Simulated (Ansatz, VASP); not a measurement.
# AgI in VASP and in Ansatz

File POSCAR:

```
AgI
1.0
    0.0000000000      3.2886327781      3.2886327781
    3.2886327781      0.0000000000      3.2886327781
    3.2886327781      3.2886327781      0.0000000000
Ag I
1 1
Direct
    0.0000000000      0.0000000000      0.0000000000
    0.2500000000      0.2500000000      0.2500000000
```

File INCAR.step1:

```
SYSTEM = AgI
PREC = Accurate
ENCUT = 550
ISMEAR = 0
SIGMA = 0.01
LREAL = .FALSE.
LASPH = .TRUE.
NELM = 120
NBANDS = 16
GGA = PE
ALGO = Normal
EDIFF = 1E-5
LWAVE = .TRUE.
LCHARG = .FALSE.
GGA_COMPAT = .FALSE.
```

File INCAR.step2:

```
SYSTEM = AgI
PREC = Accurate
ENCUT = 550
EDIFF = 1E-6
ISMEAR = 0
SIGMA = 0.01
LREAL = .FALSE.
LASPH = .TRUE.
NELM = 120
ALGO = Normal
ISIF = 2
LWAVE = .FALSE.
LCHARG = .FALSE.
METAGGA = R2SCAN
LMIXTAU = .TRUE.
NBANDS = 16
ISTART = 1
GGA_COMPAT = .FALSE.
```

The input KPOINTS:

```
Automatic mesh
0
G
  6 6 6
  0 0 0
```

Input for Ansatz:

```yaml
crystal:
  lattice:
    - [0.0, 3.2886327781, 3.2886327781]
    - [3.2886327781, 0.0, 3.2886327781]
    - [3.2886327781, 3.2886327781, 0.0]
  atoms:
    - { symbol: Ag, position: [0.0, 0.0, 0.0] }
    - { symbol: I, position: [0.25, 0.25, 0.25] }
kpoints:
  mp_grid: { grid: [6, 6, 6] }
  band_path:
    path:
      - [0.0, 0.0, 0.0]
      - [-0.5, -0.5, 0.0]
      - [-0.375, -0.375, 0.25]
      - [-0.375, 0.0, 0.375]
      - [0.0, 0.0, 0.5]
      - [-0.5, -0.25, 0.25]
    npoints: 1
hamiltonian:
  xc: r2scan
scf:
  occupations: { method: fixed }
  n_extra_bands: 4
output:
  forces: true
  stress: true
  eigenvalues: true
```

Alike in both runs: task single point; functional r2SCAN; k mesh 6 × 6 × 6; no spin polarisation.

```csv
,VASP,Ansatz
version,VASP 6.6.1,Ansatz 0.2.0
potentials or method,"VASP PAW PBE potentials, release 64 (Ag, I)","plane waves, PAW"
plane-wave cutoff (eV),550,500
occupations,"gaussian, width 0.01 eV",fixed
valence electrons in the cell,18,36
```

```csv
,VASP,Ansatz,Ansatz less VASP
gap on the k mesh at the Fermi level (eV),1.79,1.82,+0.032
pressure (GPa),-0.1,0.0,+0.11
```

VASP's potentials were made for PBE, not for r2SCAN. VASP's potentials hold 18 valence electrons a cell and Ansatz's 36, so a difference there can come from the potentials and not from the codes.

Neither program's run includes spin-orbit coupling.
